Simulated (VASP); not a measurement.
# BN (P4_2/mnm) in VASP: further runs, part 2 of 2

VASP 6.6.1. Earlier steps stand in the parts before.

## Step 3: Single point, PBEsol

This run uses another cell than the first one, of the same volume but with other edges.

INCAR

```
PREC = Accurate ; ENCUT = 520
EDIFF = 1E-7 ; ISMEAR = 0
SIGMA = 0.05 ; LREAL = F
LASPH = T ; NELM = 80
ALGO = Normal ; ISIF = 2
LWAVE = F ; LCHARG = T
GGA = PS ; LELF = T
LVHAR = T ; NBANDS = 26
```

KPOINTS

```
Automatic mesh
0
Gamma
  6 6 10
```

POSCAR

```
BN
1.0
    4.4312000000      0.0000000000      0.0000000000
    0.0000000000      4.4312000000      0.0000000000
    0.0000000000      0.0000000000      2.6142000000
B N
4 4
Direct
    0.1741337327      0.8258662673      0.5000000000
    0.3258662673      0.3258662673      0.0000000000
    0.6741337327      0.6741337327      0.0000000000
    0.8258662673      0.1741337327      0.5000000000
    0.8123909516      0.8123909516      0.5000000000
    0.3123909516      0.6876090484      0.0000000000
    0.6876090484      0.3123909516      0.0000000000
    0.1876090484      0.1876090484      0.5000000000
```

Potentials or basis: VASP PAW PBE potentials, release 64 (B, N).

Command:

```console
> cat potpaw_PBE.64/B/POTCAR potpaw_PBE.64/N/POTCAR > POTCAR
> mpirun -np 1 vasp_std > vasp.out
```

OUTCAR:

```text
PREC = Accurate
   ENCUT = 520
   EDIFF = 1E-7
   ISMEAR = 0
   LREAL = F
   LASPH = T
   NELM = 80
   ISIF = 2
   GGA = PS

 ion  position               nearest neighbor table
   1  0.174  0.826  0.500-   6 1.57   6 1.57   8 1.60   5 1.60
   2  0.326  0.326  0.000-   8 1.57   8 1.57   6 1.60   7 1.60
   3  0.674  0.674  0.000-   5 1.57   5 1.57   7 1.60   6 1.60
   4  0.826  0.174  0.500-   7 1.57   7 1.57   8 1.60   5 1.60
   5  0.812  0.812  0.500-   3 1.57   3 1.57   4 1.60   1 1.60
   6  0.312  0.688  0.000-   1 1.57   1 1.57   3 1.60   2 1.60
   7  0.688  0.312  0.000-   4 1.57   4 1.57   2 1.60   3 1.60
   8  0.188  0.188  0.500-   2 1.57   2 1.57   4 1.60   1 1.60

  LATTYP: Found a simple tetragonal cell.
 ALAT       =     4.4312000000
 C/A-ratio  =     0.5899530601

  Lattice vectors:

 A1 = (   4.4312000000,   0.0000000000,   0.0000000000)
 A2 = (   0.0000000000,   4.4312000000,   0.0000000000)
 A3 = (   0.0000000000,   0.0000000000,   2.6142000000)

Analysis of symmetry for initial positions (statically):
=====================================================================
[... 195 lines left out ...]
  band No.  band energies     occupation
      1     -13.2777      2.00000
      2      -9.2541      2.00000
      3      -9.2541      2.00000
      4      -9.0897      2.00000
      5      -3.0480      2.00000
      6      -2.4915      2.00000
[... 685 lines left out ...]
     25      18.3592      0.00000
     26      18.3598      0.00000

 [... further k-points ...]

------------------------ aborting loop because EDIFF is reached ----------------------------------------

  FORCE on cell =-STRESS in cart. coord.  units (eV):
  Direction    XX          YY          ZZ          XY          YZ          ZX
  --------------------------------------------------------------------------------------
  -------------------------------------------------------------------------------------
  Total       -2.7679928     -2.7679928     -8.7524131     -0.0000000      0.0000000      0.0000000
  in kB      -86.3960757    -86.3960757   -273.1850151     -0.0000000      0.0000000      0.0000000
  external PRESSURE =    -148.6590555 kB  Pullay stress =       0.0000000 kB

 VOLUME and BASIS-vectors are now :
 -----------------------------------------------------------------------------
  energy-cutoff  :      520.00
  volume of cell :       51.33
      direct lattice vectors                 reciprocal lattice vectors
     4.431200000  0.000000000  0.000000000     0.225672504  0.000000000  0.000000000
     0.000000000  4.431200000  0.000000000     0.000000000  0.225672504  0.000000000
     0.000000000  0.000000000  2.614200000     0.000000000  0.000000000  0.382526203

 POSITION                                       TOTAL-FORCE (eV/Angst)
 -----------------------------------------------------------------------------------
      0.77162      3.65958      1.30710         0.036646     -0.036646      0.000000
      1.44398      1.44398      0.00000        -0.036646     -0.036646      0.000000
      2.98722      2.98722      0.00000         0.036646      0.036646      0.000000
      3.65958      0.77162      1.30710        -0.036646      0.036646      0.000000
      3.59987      3.59987      1.30710        -0.064335     -0.064335      0.000000
      1.38427      3.04693      0.00000        -0.064335      0.064335     -0.000000
      3.04693      1.38427      0.00000         0.064335     -0.064335      0.000000
      0.83133      0.83133      1.30710         0.064335      0.064335     -0.000000
 -----------------------------------------------------------------------------------
    total drift:                                0.000000     -0.000000      0.000000

  FREE ENERGIE OF THE ION-ELECTRON SYSTEM (eV)
  ---------------------------------------------------
  free  energy   TOTEN  =       -72.3390264125 eV

  energy  without entropy=      -72.3390264125  energy(sigma->0) =      -72.33902641
```

OSZICAR:

```text
N       E                     dE             d eps       ncg     rms          rms(c)
DAV:   1     0.103922302913E+03    0.10392E+03   -0.16659E+04  3120   0.119E+03
DAV:   2    -0.695120217829E+02   -0.17343E+03   -0.16352E+03  4170   0.274E+02
DAV:   3    -0.761439883047E+02   -0.66320E+01   -0.65966E+01  4288   0.507E+01
DAV:   4    -0.761920410842E+02   -0.48053E-01   -0.47995E-01  3944   0.456E+00
DAV:   5    -0.761926377037E+02   -0.59662E-03   -0.59630E-03  4194   0.480E-01    0.129E+01
DAV:   6    -0.727000766096E+02    0.34926E+01   -0.82667E+00  3918   0.163E+01    0.604E+00
DAV:   7    -0.724197614877E+02    0.28032E+00   -0.54280E-01  3920   0.439E+00    0.372E+00
DAV:   8    -0.723418451305E+02    0.77916E-01   -0.13958E-01  3598   0.218E+00    0.372E-01
DAV:   9    -0.723387602212E+02    0.30849E-02   -0.83648E-03  3898   0.621E-01    0.159E-01
DAV:  10    -0.723390208152E+02   -0.26059E-03   -0.78319E-04  3872   0.175E-01    0.400E-02
DAV:  11    -0.723390229518E+02   -0.21366E-05   -0.11449E-04  3910   0.666E-02    0.147E-02
DAV:  12    -0.723390259861E+02   -0.30343E-05   -0.10698E-05  3954   0.229E-02    0.465E-03
DAV:  13    -0.723390264247E+02   -0.43863E-06   -0.14625E-06  3812   0.819E-03    0.159E-03
DAV:  14    -0.723390264125E+02    0.12177E-07   -0.82445E-08  2192   0.224E-03
   1 F= -.72339026E+02 E0= -.72339026E+02  d E =-.528860E-16
```

stdout:

```text
POSCAR found type information on POSCAR B N
 POSCAR found :  2 types and       8 ions
 scaLAPACK will be used
 -----------------------------------------------------------------------------
|                                                                             |
|                                                                             |
|     You enforced a specific xc type in the INCAR file but a different       |
|     I HOPE YOU KNOW WHAT YOU ARE DOING!                                     |
|                                                                             |
 -----------------------------------------------------------------------------

 LDA part: xc-table for (Slater+PW92), standard interpolation
 POSCAR, INCAR and KPOINTS ok, starting setup
 FFT: planning ... GRIDC
 FFT: planning ... GRID_SOFT
 FFT: planning ... GRID
 WAVECAR not read
 entering main loop
```

Wall time 50 s (1 thread of AMD EPYC 9R45 (Zen 5), shared host); peak memory 0.16 GiB.

What came out:

```
Free energy            : -72.3390 eV
Pressure               : -14.9 GPa
Largest force          : 0.091 eV/Å
Band gap on the k mesh : 4.59 eV, indirect (least direct gap 5.64 eV)
```

Forces in eV/Å, atoms in the order of the input:
```
B    0.037 -0.037  0.000
B   -0.037 -0.037  0.000
B    0.037  0.037  0.000
B   -0.037  0.037  0.000
N   -0.064 -0.064  0.000
N   -0.064  0.064  0.000
N    0.064 -0.064  0.000
N    0.064  0.064  0.000
```

Caveat: the PAW data sets were made with another functional, which shifts forces and pressure a little.

## Step 4: Single point, PBEsol

This run uses another cell than the first one, of 6.47 Å³/atom, 1.009 times its volume.

INCAR

```
SYSTEM = BN
PREC = Accurate
ENCUT = 520
EDIFF = 1E-6
ISMEAR = 0
SIGMA = 0.05
LREAL = .FALSE.
LASPH = .TRUE.
NELM = 80
ALGO = Normal
ISIF = 2
LWAVE = .FALSE.
LCHARG = .FALSE.
GGA = PS
NBANDS = 26
```

KPOINTS

```
Automatic mesh
0
G
  6 6 10
  0 0 0
```

Changes to POSCAR since step 3:

```diff
@@ -2,5 +2,5 @@
 1.0
-    4.4312000000      0.0000000000      0.0000000000
-    0.0000000000      4.4312000000      0.0000000000
-    0.0000000000      0.0000000000      2.6142000000
+    4.2663000000      0.0000000000      0.0000000000
+    0.0000000000      4.2663000000      0.0000000000
+    0.0000000000      0.0000000000      2.8426000000
 B N
```

Command:

```console
> cat potpaw_PBE.64/B/POTCAR potpaw_PBE.64/N/POTCAR > POTCAR
> mpirun -np 1 vasp_std > vasp.out
```

Run time: 40 s. Hardware: 1 thread of AMD EPYC 9R45 (Zen 5), shared host; peak memory 0.16 GiB.

The run converged. Its results:

| Quantity | Value |
| --- | --- |
| Free energy | -70.7163 eV |
| Pressure | -14.0 GPa |
| Largest force | 1.298 eV/Å |
| Band gap on the k mesh | 3.40 eV, direct |

Forces in eV/Å, atoms in the order of the input:
```
B    0.220 -0.220  0.000
B   -0.220 -0.220  0.000
B    0.220  0.220  0.000
B   -0.220  0.220  0.000
N   -0.918 -0.918  0.000
N   -0.918  0.918  0.000
N    0.918 -0.918  0.000
N    0.918  0.918  0.000
```

Stress tensor (GPa, compression positive):
```
 18.93   0.00   0.00
  0.00  18.93   0.00
  0.00   0.00 -79.83
```

Levels at points of the mesh, in eV from the valence-band top:
```tsv
k point	band 12	band 13	band 14	band 15	band 16	band 17	band 18	band 19	band 20	band 21
(0.00, 0.00, 0.00)	-3.11	-1.27	-0.80	0.00	0.00	3.40	5.32	6.81	6.81	7.59
(0.50, 0.00, 0.00)	-2.94	-2.02	-2.02	-1.60	-1.60	4.85	4.85	7.07	7.07	8.07
(0.50, 0.50, 0.00)	-4.16	-3.42	-3.42	-1.74	-1.74	5.38	5.38	6.06	6.06	7.66
(0.00, 0.00, 0.50)	-5.33	-3.84	-3.84	-3.50	-3.50	6.04	6.04	10.66	10.66	11.98
(0.50, 0.00, 0.50)	-4.79	-3.89	-3.89	-1.51	-1.51	6.91	6.91	8.75	8.75	9.69
(0.50, 0.50, 0.50)	-3.39	-3.03	-3.03	-2.19	-2.19	6.26	6.26	7.33	7.33	8.77
```

Caveat: the PAW data sets were made with another functional, which shifts forces and pressure a little. A k mesh can miss the band edges.

## Step 5: Single point, PBEsol

This run uses another cell than the first one, of 6.49 Å³/atom, 1.013 times its volume.

INCAR

```
PREC     = Accurate       # precision mode
ENCUT    = 520            # plane-wave cutoff, eV
EDIFF    = 1E-7           # SCF threshold, eV
ISMEAR   = 0              # smearing method
SIGMA    = 0.05           # smearing width, eV
LREAL    = F              # projectors in reciprocal space
LASPH    = T              # aspherical terms in the spheres
NELM     = 100            # most SCF steps
ALGO     = Normal         # electronic algorithm
ISIF     = 2              # what is computed and relaxed
LWAVE    = F              # write WAVECAR
LCHARG   = T              # write CHGCAR
GGA      = PS             # functional
LELF     = T              # ELF
LVHAR    = T            
NBANDS   = 26             # bands
```

KPOINTS

```
Automatic mesh
0
Gamma
  6 6 10
```

Changes to POSCAR since step 4:

```diff
@@ -2,5 +2,5 @@
 1.0
-    4.2663000000      0.0000000000      0.0000000000
-    0.0000000000      4.2663000000      0.0000000000
-    0.0000000000      0.0000000000      2.8426000000
+    4.3323000000      0.0000000000      0.0000000000
+    0.0000000000      4.3323000000      0.0000000000
+    0.0000000000      0.0000000000      2.7665000000
 B N
```

Command:

```console
> cat potpaw_PBE.64/B/POTCAR potpaw_PBE.64/N/POTCAR > POTCAR
> mpirun -np 1 vasp_std > vasp.out
```

It took 45 s on 1 thread of AMD EPYC 9R45 (Zen 5), shared host; peak memory 0.17 GiB.

The run converged. Its results:

| Property | Result |
| --- | --- |
| Free energy | -71.4854 eV |
| Pressure | -17.3 GPa |
| Largest force | 0.775 eV/Å |
| Band gap on the k mesh | 4.26 eV, direct |

Forces on the atoms (eV/Å):
```
B    0.120 -0.120  0.000
B   -0.120 -0.120  0.000
B    0.120  0.120  0.000
B   -0.120  0.120  0.000
N   -0.548 -0.548  0.000
N   -0.548  0.548  0.000
N    0.548 -0.548  0.000
N    0.548  0.548  0.000
```

Stress tensor (GPa, compression positive):
```
  6.92   0.00   0.00
  0.00   6.92   0.00
  0.00   0.00 -65.75
```

Levels at points of the mesh, in eV from the valence-band top:
```csv
k point,band 12,band 13,band 14,band 15,band 16,band 17,band 18,band 19,band 20,band 21
"(0.00, 0.00, 0.00)",-2.93,-0.93,-0.77,0.00,0.00,4.26,5.81,7.53,7.53,7.87
"(0.50, 0.00, 0.00)",-3.05,-1.92,-1.92,-1.47,-1.47,5.57,5.57,7.47,7.47,8.49
"(0.50, 0.50, 0.00)",-3.99,-3.19,-3.19,-2.00,-2.00,6.06,6.06,6.63,6.63,7.58
"(0.00, 0.00, 0.50)",-5.46,-3.94,-3.94,-3.48,-3.48,6.13,6.13,10.38,10.38,11.65
"(0.50, 0.00, 0.50)",-4.72,-3.81,-3.81,-1.75,-1.75,6.74,6.74,8.69,8.69,9.41
"(0.50, 0.50, 0.50)",-3.27,-3.19,-3.19,-2.30,-2.30,6.10,6.10,7.09,7.09,8.52
```

Caveat: the PAW data sets were made with another functional, which shifts forces and pressure a little.

## Step 6: Overview

```csv
cell,gap on the mesh (eV),pressure (GPa),largest force (eV/Å)
"a = 4.365, b = 4.365, c = 2.690 Å, 8 atoms",4.54,-14.4,0.50
"a = 4.431, b = 4.431, c = 2.614 Å, 8 atoms",4.59,-14.9,0.09
"a = 4.266, b = 4.266, c = 2.843 Å, 8 atoms",3.40,-14.0,1.30
"a = 4.332, b = 4.332, c = 2.767 Å, 8 atoms",4.26,-17.3,0.77
```

Alike in all rows: task single point; level PBEsol; potentials or basis VASP PAW PBE potentials, release 64 (B, N); no spin polarisation; k mesh 6 × 6 × 10; cutoff (eV) 520; smearing gaussian 0.05 eV.

Caveats: the PAW data sets were made with another functional, which shifts forces and pressure a little.

Total energies depend on the potentials used, so only differences within one code and one set of settings carry meaning.
